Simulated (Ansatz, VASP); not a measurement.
**One calculation of Ni, two programs**

```
Ni
1.0
    -2.94352    2.94394    1.21496
     2.94394   -2.94352    1.21496
     1.53100    1.53100   -1.21419
Ni
2
Direct
  0.00002 0.99998 0.00000
  0.74998 0.25002 0.50000
```

Alike in both runs: task single point; functional LDA; k mesh 17 × 17 × 17; occupations fermi-dirac, width 0.1 eV; no spin polarisation.

|  | VASP | Ansatz |
| --- | --- | --- |
| version | VASP 6.6.1 | Ansatz 0.2.0 |
| potentials or method | VASP PAW LDA potentials, release 64 (Ni), cutoff 520 eV | plane waves (420 eV) with PAW, scalar-relativistic |
| valence electrons in the cell | 20 | 36 |

VASP gave:

| Item | Value |
| --- | --- |
| pressure (GPa) | -15.7 |
| traceless stress, the component that is largest in VASP (GPa) | 0.44 |

**Question.** What did Ansatz give for the same quantities?

**Answer.** Pressure (GPa): -15.9; traceless stress, the component that is largest in VASP (GPa): 0.47.

Ansatz warns that its potentials were made for another functional, while VASP's fit it. LDA's correlation is that of Perdew and Zunger in VASP and of Perdew and Wang (1992) in Ansatz. VASP's potentials hold 20 valence electrons a cell and Ansatz's 36, so a difference there can come from the potentials and not from the codes.
